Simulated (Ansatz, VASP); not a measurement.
## AlP in VASP and in Ansatz

The input INCAR:

```
SYSTEM = AlP
PREC = Accurate
ENCUT = 450
EDIFF = 1E-7
ISMEAR = 0
SIGMA = 0.1
LREAL = .FALSE.
LASPH = .TRUE.
NELM = 120
ALGO = Normal
ISIF = 2
LWAVE = .FALSE.
LCHARG = .FALSE.
GGA = PE
IBRION = 2
NSW = 30
EDIFFG = -0.02
GGA_COMPAT = .FALSE.
NELMIN = 4
```

File KPOINTS:

```
regular mesh
0
G
  4 4 4
  0 0 0
```

Contents of POSCAR:

```
AlP
1.0
    0.0000000000      2.7364837130      2.7364837130
    2.7364837130      0.0000000000      2.7364837130
    2.7364837130      2.7364837130      0.0000000000
Al P
1 1
Direct
    0.0000000000      0.0000000000      0.0000000000
    0.7500000000      0.7500000000      0.7500000000
```

Input for Ansatz:

```yaml
crystal:
  lattice:
    - [0.0, 2.736483713, 2.736483713]
    - [2.736483713, 0.0, 2.736483713]
    - [2.736483713, 2.736483713, 0.0]
  atoms:
    - { symbol: Al, position: [0.0, 0.0, 0.0] }
    - { symbol: P, position: [0.75, 0.75, 0.75] }
basis:
  ecutwfc: 420
kpoints:
  mp_grid: { grid: [4, 4, 4] }
hamiltonian:
  xc: pbe
scf:
  occupations: { method: gaussian, width: 0.1 }
output:
  forces: true
  stress: true
  eigenvalues: true
relax:
  adjacent_minimum: "off"
  f_tol: 0.02
  max_steps: 10
```

Alike in both runs: task relaxation of the atoms; functional PBE; k mesh 4 × 4 × 4; occupations gaussian, width 0.1 eV; no spin polarisation.

|  | VASP | Ansatz |
| --- | --- | --- |
| version | VASP 6.6.1 | Ansatz 0.2.0 |
| potentials or method | VASP PAW PBE potentials, release 64 (Al, P), cutoff 450 eV | scalar-relativistic, plane waves, PAW |
| valence electrons in the cell | 8 | 8 |

|  | VASP | Ansatz | Ansatz less VASP |
| --- | --- | --- | --- |
| gap on the k mesh at the Fermi level, each at its own relaxed structure (eV) | 1.57 | 1.57 | +0.002 |

Ansatz's warnings: stress scf threshold loose.

The k mesh is coarse, so the values compare programs but aren't converged. Noted on VASP's run: the relaxation stopped at its first step, so nothing moved.
